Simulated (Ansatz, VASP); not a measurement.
## SiNi3: VASP beside Ansatz

```xyz
4
Lattice="3.4612 0.0000 0.0000 0.0000 3.4612 0.0000 0.0000 0.0000 3.4612" Properties=species:S:1:pos:R:3 pbc="T T T"
Si    0.0000    0.0000    0.0000
Ni    0.0000    1.7306    1.7306
Ni    1.7306    0.0000    1.7306
Ni    1.7306    1.7306    0.0000
```

Alike in both runs: task single point; functional PBEsol; k mesh 14 × 14 × 14; occupations gaussian, width 0.15 eV; no spin polarisation.

|  | VASP | Ansatz |
| --- | --- | --- |
| version | VASP 6.6.1 | Ansatz 0.2.0 |
| potentials or method | VASP PAW PBE potentials, release 64 (Si, Ni), cutoff 520 eV | scalar-relativistic, plane waves, PAW |
| valence electrons in the cell | 34 | 58 |

```csv
,VASP,Ansatz,Ansatz less VASP
gap on the k mesh at the Fermi level (eV),none,none,-
pressure (GPa),0.1,0.0,-0.12
```

VASP's potentials were made for PBE, not for PBEsol. A gap of «none» marks a metal or a gap that the smearing closes. With one functional, cell and mesh, what is left measures potentials, basis and numerics. VASP's potentials hold 34 valence electrons a cell and Ansatz's 58, so a difference there can come from the potentials and not from the codes.
